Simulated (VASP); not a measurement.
As, 2 atoms in the cell. The cell holds a slab with vacuum, 2 atoms: a = 3.521 Å, b = 3.521 Å, c = 28.574 Å, α = 90.00°, β = 90.00°, γ = 120.00°. 

- Program: VASP 6.6.1
- Task: single point
- Functional: PBE
- Dispersion: D3(BJ)
- Potentials or basis: VASP PAW PBE potentials, release 64 (As)
- Cutoff: 520 eV
- k mesh: 9 × 9 × 1
- Occupations: gaussian, width 0.02 eV
- Spin: no spin polarisation
- Dipole correction: yes
- Further INCAR settings: ALGO = Normal; EDIFF = 1e-07; NBANDS = 12

Potentials or basis: VASP PAW PBE potentials, release 64 (As).

The run is started by

```sh
$ cat potpaw_PBE.64/As/POTCAR > POTCAR
$ mpirun -np 1 vasp_std > vasp.out
```

Hardware: 1 thread of Intel Xeon 8259CL (shared host).

Task: How long does it take, and how much memory?

Result: Wall time 120 s on 1 thread of Intel Xeon 8259CL (shared host), peak memory 0.42 GiB. Counts: scf iterations 17, k points 12.
